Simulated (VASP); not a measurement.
# Al3Ge2Ru (P4/mmm) in VASP: a series of runs, part 2 of 3

VASP 6.6.1.

## 4. Single point, PBE

This run uses another cell than the first one, of 16.15 Å³/atom, 1.021 times its volume.

Contents of INCAR:

```
SYSTEM = Al3Ge2Ru
ALGO = Fast ; EDIFF = 1E-7
ENCUT = 520 ; GGA = PE
ISIF = 2 ; ISMEAR = 0
LASPH = .True. ; LCHARG = .False.
LREAL = .False. ; LWAVE = .False.
NBANDS = 34 ; NELM = 100
PREC = Accurate ; SIGMA = 0.1
```

Contents of KPOINTS:

```
k-points
0
Gamma
  12 12 4
  0 0 0
```

Contents of POSCAR:

```
Al3Ge2Ru
1.0
    3.1227177040      0.0000000000      0.0000000000
    0.0000000000      3.1227177040      0.0000000000
    0.0000000000      0.0000000000      9.9373892427
Al Ge Ru
3 2 1
Direct
    0.5000000000      0.5000000000      0.1377745051
    0.5000000000      0.5000000000      0.5000000000
    0.5000000000      0.5000000000      0.8622254949
    0.0000000000      0.0000000000      0.3138046925
    0.0000000000      0.0000000000      0.6861953075
    0.0000000000      0.0000000000      0.0000000000
```

Potentials or basis: VASP PAW PBE potentials, release 64 (Al, Ge_d, Ru_pv).

Run with:

```
$ cat potpaw_PBE.64/Al/POTCAR potpaw_PBE.64/Ge_d/POTCAR potpaw_PBE.64/Ru_pv/POTCAR > POTCAR
$ mpirun -np 1 vasp_std > vasp.out
```

OUTCAR:

```text
SYSTEM = Al3Ge2Ru
   EDIFF = 1E-7
   ENCUT = 520
   GGA = PE
   ISIF = 2
   ISMEAR = 0
   LASPH = .True.
   LREAL = .False.
   NELM = 100
   PREC = Accurate

 ion  position               nearest neighbor table
   1  0.500  0.500  0.138-   6 2.60   6 2.60   6 2.60   6 2.60   3 2.74   4 2.82   4 2.82   4 2.82
                             4 2.82
   2  0.500  0.500  0.500-   4 2.88   5 2.88   4 2.88   5 2.88   4 2.88   5 2.88   4 2.88   5 2.88

   3  0.500  0.500  0.862-   6 2.60   6 2.60   6 2.60   6 2.60   1 2.74   5 2.82   5 2.82   5 2.82
                             5 2.82
   4  0.000  0.000  0.314-   1 2.82   1 2.82   1 2.82   1 2.82   2 2.88   2 2.88   2 2.88   2 2.88
                             6 3.12
   5  0.000  0.000  0.686-   3 2.82   3 2.82   3 2.82   3 2.82   2 2.88   2 2.88   2 2.88   2 2.88
[... 1101 lines left out ...]
  Total       -0.0021876     -0.0021876     -0.0023128      0.0000000      0.0000000     -0.0000000
  in kB       -0.0361692     -0.0361692     -0.0382390      0.0000000      0.0000000     -0.0000000
  external PRESSURE =      -0.0368591 kB  Pullay stress =       0.0000000 kB

 VOLUME and BASIS-vectors are now :
 -----------------------------------------------------------------------------
  energy-cutoff  :      520.00
  volume of cell :       96.90
      direct lattice vectors                 reciprocal lattice vectors
     3.122717704  0.000000000  0.000000000     0.320233878  0.000000000  0.000000000
     0.000000000  3.122717704  0.000000000     0.000000000  0.320233878  0.000000000
     0.000000000  0.000000000  9.937389243     0.000000000  0.000000000  0.100630052

 POSITION                                       TOTAL-FORCE (eV/Angst)
 -----------------------------------------------------------------------------------
      1.56136      1.56136      1.36912        -0.000000     -0.000000     -0.000346
      1.56136      1.56136      4.96869        -0.000000      0.000000      0.000000
      1.56136      1.56136      8.56827         0.000000     -0.000000      0.000346
      0.00000      0.00000      3.11840        -0.000000      0.000000      0.000757
      0.00000      0.00000      6.81899        -0.000000      0.000000     -0.000757
      0.00000      0.00000      0.00000        -0.000000      0.000000      0.000000
 -----------------------------------------------------------------------------------
    total drift:                                0.000000      0.000000     -0.000000

  FREE ENERGIE OF THE ION-ELECTRON SYSTEM (eV)
  ---------------------------------------------------
  free  energy   TOTEN  =       -30.1292209114 eV

  energy  without entropy=      -30.1190935815  energy(sigma->0) =      -30.12415725
```

OSZICAR:

```text
N       E                     dE             d eps       ncg     rms          rms(c)
DAV:   1     0.468564533193E+03    0.46856E+03   -0.24158E+04  7054   0.303E+03
DAV:   2     0.351767399694E+02   -0.43339E+03   -0.41799E+03  5712   0.740E+02
DAV:   3    -0.280615399454E+02   -0.63238E+02   -0.61482E+02  6790   0.171E+02
DAV:   4    -0.308925254715E+02   -0.28310E+01   -0.28002E+01  6750   0.386E+01
DAV:   5    -0.309819136123E+02   -0.89388E-01   -0.89317E-01  7920   0.720E+00    0.110E+01
RMM:   6    -0.302636574323E+02    0.71826E+00   -0.16126E+00  7359   0.662E+00    0.341E+00
RMM:   7    -0.302131690263E+02    0.50488E-01   -0.35442E-01  8042   0.216E+00    0.256E+00
RMM:   8    -0.301366116187E+02    0.76557E-01   -0.18524E-01  7654   0.202E+00    0.758E-01
RMM:   9    -0.301295992247E+02    0.70124E-02   -0.26925E-02  8116   0.701E-01    0.233E-01
RMM:  10    -0.301291836896E+02    0.41554E-03   -0.53348E-03  8364   0.327E-01    0.103E-01
RMM:  11    -0.301291931380E+02   -0.94483E-05   -0.10490E-03  8772   0.170E-01    0.546E-02
RMM:  12    -0.301292175172E+02   -0.24379E-04   -0.31843E-04  9325   0.697E-02    0.156E-02
RMM:  13    -0.301292205400E+02   -0.30228E-05   -0.52188E-05  8625   0.339E-02    0.763E-03
RMM:  14    -0.301292211470E+02   -0.60697E-06   -0.11965E-05  8902   0.131E-02    0.290E-03
RMM:  15    -0.301292210060E+02    0.14101E-06   -0.15863E-06  7980   0.818E-03    0.217E-03
RMM:  16    -0.301292209114E+02    0.94638E-07   -0.28082E-07  4824   0.265E-03
   1 F= -.30129221E+02 E0= -.30124157E+02  d E =-.101273E-01
```

stdout:

```text
POSCAR found type information on POSCAR AlGeRu
 POSCAR found :  3 types and       6 ions
 scaLAPACK will be used
 LDA part: xc-table for (Slater+PW92), standard interpolation
 POSCAR, INCAR and KPOINTS ok, starting setup
 FFT: planning ... GRIDC
 FFT: planning ... GRID_SOFT
 FFT: planning ... GRID
 WAVECAR not read
 entering main loop
WARNING in EDDRMM: call to ZHEGV failed, returncode =   8  4     30
WARNING in EDDRMM: call to ZHEGV failed, returncode =   6  3     28
WARNING in EDDRMM: call to ZHEGV failed, returncode =   6  3     28
WARNING in EDDRMM: call to ZHEGV failed, returncode =   8  4     31
WARNING in EDDRMM: call to ZHEGV failed, returncode =   6  3     28
WARNING in EDDRMM: call to ZHEGV failed, returncode =   8  4     27
WARNING in EDDRMM: call to ZHEGV failed, returncode =   8  4     29
 num prob  num prob  num prob  num prob  num prob  num prob  num prob  num prob  num prob  num prob  num prob  num prob  num prob  num prob  num prob  num prob  num prob WARNING in EDDRMM: call to ZHEGV failed, returncode =   8  4     28
 num prob  num prob  num prob  num prob  num prob  num prob  num prob  num prob  num prob  num prob  num prob  num prob  num prob  num prob  num prob  num prob  num prob  num prob  num prob  num prob  num prob  num prob  num prob  num prob  num prob  num prob  num prob  num prob  num prob RMM:  16    -0.301292209114E+02    0.94638E-07   -0.28082E-07  4824   0.265E-03
```

Wall time 4.4 min (1 thread of Intel Xeon 6975P-C, shared host); peak memory 0.39 GiB.

What came out:

```
Free energy : -30.1292 eV
Pressure    : 0.0 GPa
```

## 5. Relaxation of cell and atoms, PBE

This run uses another cell than the first one, of 19.84 Å³/atom, 1.255 times its volume.

Contents of INCAR:

```
SYSTEM = Al3Ge2Ru
PREC     = Accurate       ! precision mode
ENCUT    = 600            ! plane-wave cutoff, eV
EDIFF    = 1E-6           ! SCF threshold, eV
ISMEAR   = 0              ! smearing method
SIGMA    = 0.1            ! smearing width, eV
LREAL    = .FALSE.        ! projectors in reciprocal space
LASPH    = .TRUE.         ! aspherical terms in the spheres
NELM     = 80             ! most SCF steps
ALGO     = Fast           ! electronic algorithm
ISIF     = 3              ! what is computed and relaxed
LWAVE    = .FALSE.        ! write WAVECAR
LCHARG   = .FALSE.        ! write CHGCAR
GGA      = PE             ! functional
IBRION   = 2              ! ionic algorithm
NSW      = 90             ! ionic steps
EDIFFG   = -0.04          ! ionic threshold
```

Contents of KPOINTS:

```
Automatic mesh
0
G
  6 6 2
  0 0 0
```

Contents of POSCAR:

```
Al3Ge2Ru
1.0
    3.3502120300      0.0000000000      0.0000000000
    0.0000000000      3.3502120300      0.0000000000
    0.0000000000      0.0000000000     10.6084923000
Al Ge Ru
3 2 1
Direct
    0.5000000000      0.5000000000      0.1787200000
    0.5000000000      0.5000000000      0.5000000000
    0.5000000000      0.5000000000      0.8212800000
    0.0000000000      0.0000000000      0.3334420000
    0.0000000000      0.0000000000      0.6665580000
    0.0000000000      0.0000000000      0.0000000000
```

Potentials or basis: VASP PAW PBE potentials, release 64 (Al, Ge_d, Ru_pv).

Run with:

```
$ cat potpaw_PBE.64/Al/POTCAR potpaw_PBE.64/Ge_d/POTCAR potpaw_PBE.64/Ru_pv/POTCAR > POTCAR
$ mpirun -np 1 vasp_std > vasp.out
```

OUTCAR:

```text
SYSTEM = Al3Ge2Ru
   PREC = Accurate
   ENCUT = 600
   EDIFF = 1E-6
   ISMEAR = 0
   LREAL = .FALSE.
   LASPH = .TRUE.
   NELM = 80
   ISIF = 3
   GGA = PE
   IBRION = 2
   NSW = 90
   EDIFFG = -0.04

 ion  position               nearest neighbor table
   1  0.500  0.500  0.179-   4 2.88   4 2.88   4 2.88   4 2.88   6 3.03   6 3.03   6 3.03   6 3.03

   2  0.500  0.500  0.500-   4 2.96   5 2.96   4 2.96   5 2.96   4 2.96   5 2.96   4 2.96   5 2.96

   3  0.500  0.500  0.821-   5 2.88   5 2.88   5 2.88   5 2.88   6 3.03   6 3.03   6 3.03   6 3.03

   4  0.000  0.000  0.333-   1 2.88   1 2.88   1 2.88   1 2.88   2 2.96   2 2.96   2 2.96   2 2.96

   5  0.000  0.000  0.667-   3 2.88   3 2.88   3 2.88   3 2.88   2 2.96   2 2.96   2 2.96   2 2.96

   6  0.000  0.000  0.000-   1 3.03   3 3.03   1 3.03   3 3.03   1 3.03   3 3.03   1 3.03   3 3.03

  LATTYP: Found a simple tetragonal cell.
[... 306 lines left out ...]

[... ionic steps 4 to 13 ...]

--------------------------------------- Ionic step       14  -------------------------------------------

 number of electron      51.0000020 magnetization

------------------------ aborting loop because EDIFF is reached ----------------------------------------
[... 75 lines left out ...]
--------------------------------------- Ionic step       16  -------------------------------------------

 number of electron      51.0000020 magnetization

 Free energy of the ion-electron system (eV)
  ---------------------------------------------------
  ext. energy  EPLUGINS =         0.00000000
  ---------------------------------------------------
  free energy    TOTEN  =       -30.07089616 eV

  energy without entropy =      -30.05644454  energy(sigma->0) =      -30.06367035

 E-fermi :   8.8530     XC(G=0): -11.4110

 val. band max:        8.8482317224   @ k =   0.5000   0.1667   0.0000
 cond. band min:       8.9157818497   @ k =   0.5000   0.5000   0.0000
 fundamental gap:      0.0675501273
 Fermi energy:         8.8529530694

 k-point     1 :       0.0000    0.0000    0.0000
  band No.  band energies     occupation
      1     -33.7326      2.00000
      2     -33.7326      2.00000
      3     -33.6576      2.00000
      4     -15.7545      2.00000
      5     -15.7533      2.00000
      6     -15.7295      2.00000
[... 682 lines left out ...]
  FREE ENERGIE OF THE ION-ELECTRON SYSTEM (eV)
  ---------------------------------------------------
  free  energy   TOTEN  =       -30.0708961617 eV

  energy  without entropy=      -30.0564445356  energy(sigma->0) =      -30.06367035

 reached required accuracy - stopping structural energy minimisation
```

Run time: 23 min. Hardware: 1 thread of Intel Xeon 6975P-C, shared host; peak memory 0.32 GiB.

Results:

```
Free energy                            : -30.0709 eV
Relaxed volume                         : 15.84 Å³/atom
Relaxed cell                           : a = 3.229 Å, b = 3.229 Å, c = 9.116 Å, α = 90.00°, β = 90.00°, γ = 90.00°
Space group after relaxing (to 0.05 Å) : P4/mmm (No. 123)
Energy gained by relaxing              : 432.1 meV/atom
Ionic steps                            : 16
Pressure after relaxing                : -0.1 GPa
Largest force after relaxing           : 0.031 eV/Å
```

Forces in eV/Å, atoms in the order of the input:
```
Al   0.000  0.000  0.031
Al   0.000  0.000  0.000
Al   0.000  0.000 -0.031
Ge   0.000  0.000  0.000
Ge   0.000  0.000  0.000
Ru   0.000  0.000  0.000
```

Step by step:
```tsv
step	energy change (eV)	largest force (eV/Å)	pressure (GPa)	volume (Å³)
1	0.0000	1.9097	-14.01	119.07
2	-1.8321	2.2245	3.30	91.57
3	-1.8321	2.2208	3.51	91.41
4	-2.3492	1.0130	4.60	90.62
5	-2.4291	0.7432	6.30	90.09
6	-2.5064	0.4514	-3.79	98.74
7	-2.5441	0.5443	-0.55	95.42
8	-2.5747	0.3085	-0.37	95.19
9	-2.5840	0.1094	-0.16	94.99
10	-2.5841	0.1181	-0.15	94.98
11	-2.5893	0.0569	0.31	94.69
12	-2.5901	0.0696	0.54	94.54
13	-2.5919	0.0573	-0.48	95.35
14	-2.5921	0.0595	-0.15	95.15
15	-2.5921	0.0591	-0.22	95.17
16	-2.5928	0.0315	-0.11	95.04
```

Final structure:
```
Al Ge Ru
1.0
     3.22889    0.00000    0.00000
     0.00000    3.22889    0.00000
     0.00000    0.00000    9.11637
Al Ge Ru
3 2 1
Cartesian
  1.6144 1.6144 1.3318
  1.6144 1.6144 4.5582
  1.6144 1.6144 7.7846
  0.0000 0.0000 2.9147
  0.0000 0.0000 6.2016
  0.0000 0.0000 0.0000
```

Caveat: the volume moved by over 15 % at a fixed basis, so the end points are rough.

[end of part 2 of 3]
